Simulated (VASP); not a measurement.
Runs of VASP 6.6.1 on CoSi2. The structure is that of space group Fm-3m (No. 225), or close to it. The cells are those of the table. 

```tsv
cell	gap on the mesh (eV)	pressure (GPa)
a = 3.792 Å, angles 60.0°, 3 atoms	none	-0.6
a = 3.764 Å, angles 60.0°, 3 atoms	none	3.6
a = 3.739 Å, angles 60.0°, 3 atoms	none	7.9
a = 3.787 Å, angles 60.0°, 3 atoms	none	0.1
a = 3.815 Å, angles 60.0°, 3 atoms	none	(b)
a = 3.790 Å, angles 60.0°, 3 atoms	none	(a)
a = 3.840 Å, angles 60.0°, 3 atoms	none	-6.6
```

Alike in all rows: task single point; level PBE; potentials or basis VASP PAW PBE potentials, release 64 (Co, Si); no spin polarisation; k mesh 12 × 12 × 12; cutoff (eV) 520; smearing gaussian 0.05 eV.

Task: Estimate the missing entries.

Result: (a) -0.2; (b) -3.6.

A gap of «none» marks levels without a gap at the run's occupations.
